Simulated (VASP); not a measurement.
Wanted: the native input for a VASP 6.6.1 run.

| Quantity | Value |
| --- | --- |
| Task | single point |
| Functional | PBE |
| Potentials or basis | VASP PAW PBE potentials, release 64 (Sn_d, O_h) |
| Cutoff | 1340 eV |
| k mesh | 8 × 5 × 6 |
| Occupations | fermi-dirac, width 0.05 eV |
| Spin | no spin polarisation |
| Dipole correction | no |
| Further INCAR settings | ALGO = Normal; EDIFF = 1e-06; NBANDS = 28 |

The structure of SnO lies in POSCAR:

```
SnO
1.0
    3.3096615362      0.0000000000      0.0000000000
    0.0000000000      5.5974175183      0.0000000000
    0.0000000000      0.0000000000      4.1649093566
Sn O
2 2
Direct
    0.5000000000      0.7680910000      0.0131440000
    0.0000000000      0.2319090000      0.5131440000
    0.5000000000      0.1087500000      0.2368570000
    0.0000000000      0.8912500000      0.7368570000
```

These files were run (other wordings do the same):

INCAR

```
SYSTEM = SnO
ALGO = Normal
EDIFF = 1E-6
ENCUT = 1340
GGA = PE
GGA_COMPAT = .FALSE.
ISIF = 2
ISMEAR = -1
LASPH = .TRUE.
LCHARG = .FALSE.
LREAL = .FALSE.
LWAVE = .FALSE.
NBANDS = 28
NELM = 120
PREC = Accurate
SIGMA = 0.05
```

KPOINTS

```
k-points
0
G
  8 5 6
  0 0 0
```

Potentials or basis: VASP PAW PBE potentials, release 64 (Sn_d, O_h).

Launch:

```sh
$ cat potpaw_PBE.64/Sn_d/POTCAR potpaw_PBE.64/O_h/POTCAR > POTCAR
$ mpirun -np 1 vasp_std > vasp.out
```

Results of the run:

```json
{
 "Pressure": "3.9 GPa",
 "Largest force": "0.554 eV/Å",
 "Band gap on the k mesh": "1.44 eV (least direct gap 2.00 eV)"
}
```

Caveat: the cell stands under pressure; spin-orbit coupling is left out, which moves the levels of the heavy elements.

It took 7.2 min on 1 thread of Intel(R) Xeon(R) Platinum 8259CL CPU @ 2.50GHz (Skylake/Cascade Lake) (shared host), peak memory 0.67 GiB.
